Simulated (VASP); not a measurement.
Wanted: the native input for a VASP 6.6.1 run.

```yaml
Task: single point
Functional: LDA
Potentials_or_basis: VASP PAW LDA potentials, release 64 (Al)
Cutoff: 520 eV
k_mesh: 30 × 30 × 30
Occupations: gaussian, width 0.5 eV
Spin: no spin polarisation
Dipole_correction: no
Further_INCAR_settings: ALGO = Normal; EDIFF = 1e-06; NBANDS = 8
```

The structure of Al lies in POSCAR:

```
Al
1.0
    0.0000000000      1.9931176082      1.9931176082
    1.9931176082      0.0000000000      1.9931176082
    1.9931176082      1.9931176082      0.0000000000
Al
1
Direct
    0.0000000000      0.0000000000      0.0000000000
```

One way to write it, as run:

INCAR

```
  ALGO = Normal
  EDIFF = 1E-6
  ENCUT = 520
  GGA = CA
  ISIF = 2
  ISMEAR = 0
  LASPH = T
  LCHARG = F
  LREAL = F
  LWAVE = F
  NBANDS = 8
  NELM = 100
  PREC = Accurate
  SIGMA = 0.5
```

KPOINTS

```
k-points
0
Gamma
  30 30 30
```

Potentials or basis: VASP PAW LDA potentials, release 64 (Al).

Launch:

```sh
$ cat potpaw_LDA.64/Al/POTCAR > POTCAR
$ mpirun -np 1 vasp_std > vasp.out
```

It gave:

```json
{
  "Pressure": "0.1 GPa",
  "Band gap on the k mesh": "zero (an odd number of electrons rules out a gap without spin polarisation)"
}
```

Caveat: so wide a smearing shifts energies and pressures.

Run time: 32 s on 1 thread of Intel(R) Xeon(R) Platinum 8488C (Sapphire Rapids), on a shared host, peak memory 0.18 GiB.
